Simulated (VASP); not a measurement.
Write the native input for VASP 6.6.1 that does the following.

* Task: single point
* Functional: PBE
* Potentials or basis: VASP PAW PBE potentials, release 64 (Pd, Pt)
* Cutoff: 520 eV
* k mesh: 4 × 4 × 4
* Occupations: gaussian, width 0.1 eV
* Spin: no spin polarisation
* Dipole correction: no
* Further INCAR settings: ALGO = Normal; EDIFF = 1e-06; NBANDS = 39

The structure of PdPt2 lies in POSCAR:

```
PdPt2
1.0
    0.0000000000      3.6959252137      3.6959252137
    3.6959252137      0.0000000000      3.6959252137
    3.6959252137      3.6959252137      0.0000000000
Pd Pt
2 4
Direct
    0.5000000000      0.5000000000      0.5000000000
    0.7500000000      0.7500000000      0.7500000000
    0.6250000000      0.1250000000      0.1250000000
    0.1250000000      0.1250000000      0.1250000000
    0.1250000000      0.1250000000      0.6250000000
    0.1250000000      0.6250000000      0.1250000000
```

These files were run (other wordings do the same):

INCAR

```
SYSTEM = PdPt2
PREC = Accurate ; ENCUT = 520
EDIFF = 1E-6 ; ISMEAR = 0
SIGMA = 0.1 ; LREAL = .False.
LASPH = .True. ; NELM = 100
ALGO = Normal ; ISIF = 2
LWAVE = .False. ; LCHARG = .False.
GGA = PE ; NBANDS = 39
```

KPOINTS

```
regular mesh
0
Gamma
  4 4 4
  0 0 0
```

Potentials or basis: VASP PAW PBE potentials, release 64 (Pd, Pt).

Launch:

```console
$ cat potpaw_PBE.64/Pd/POTCAR potpaw_PBE.64/Pt/POTCAR > POTCAR
$ mpirun -np 1 vasp_std > vasp.out
```

It gave:

```
Pressure               : -0.1 GPa
Band gap on the k mesh : zero (band 30 reaches 10.19 eV, above the bottom of band 31 at 8.56 eV)
```

Caveat: the k points lie up to 0.37 Å⁻¹ apart; spin-orbit coupling is left out, which moves the levels of the heavy elements.

Run time: 29 s on 1 thread of Intel(R) Xeon(R) Platinum 8488C (Sapphire Rapids), on a shared host, peak memory 0.24 GiB.
